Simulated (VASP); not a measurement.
Set up this calculation in VASP 6.6.1, as the native input.

- Task: single point
- Functional: PBEsol
- Potentials or basis: VASP PAW PBE potentials, release 64 (Mo_sv, S)
- Cutoff: 520 eV
- k mesh: 11 × 11 × 5
- Occupations: fermi-dirac, width 0.1 eV
- Spin: no spin polarisation
- Dipole correction: no
- Further INCAR settings: ALGO = Normal; EDIFF = 1e-06; NBANDS = 20

The structure of MoS2 lies in POSCAR:

```
MoS2
1.0
    3.2274650000      0.0000000000      0.0000000000
   -1.6137320000      2.7950660000      0.0000000000
    0.0000000000      0.0000000000      6.3124730000
Mo S
1 2
Direct
    0.0000000000      0.0000000000      0.5000000000
    0.3333333333      0.6666666667      0.2553190000
    0.6666666667      0.3333333333      0.7446810000
```

The input as run:

INCAR

```
SYSTEM = MoS2
  PREC = Accurate
  ENCUT = 520
  EDIFF = 1E-6
  ISMEAR = -1
  SIGMA = 0.1
  LREAL = .False.
  LASPH = .True.
  NELM = 100
  ALGO = Normal
  ISIF = 2
  LWAVE = .False.
  LCHARG = .False.
  GGA = PS
  NBANDS = 20
```

KPOINTS

```
regular mesh
0
Gamma
  11 11 5
  0 0 0
```

Potentials or basis: VASP PAW PBE potentials, release 64 (Mo_sv, S).

Command:

```sh
$ cat potpaw_PBE.64/Mo_sv/POTCAR potpaw_PBE.64/S/POTCAR > POTCAR
$ mpirun -np 1 vasp_std > vasp.out
```

It gave:

```
Pressure               : -3.3 GPa
Largest force          : 0.021 eV/Å
Band gap on the k mesh : zero (band 13 reaches 7.16 eV, above the bottom of band 14 at 6.47 eV)
```

Caveat: the PAW data sets were made with another functional, which shifts forces and pressure a little; this functional lacks dispersion, which binds the layers, so the pressure and a relaxed spacing across them are unreliable.

Run time: 30 s on 1 thread of Intel(R) Xeon(R) Platinum 8488C (Sapphire Rapids), with other jobs on the host, peak memory 0.21 GiB.
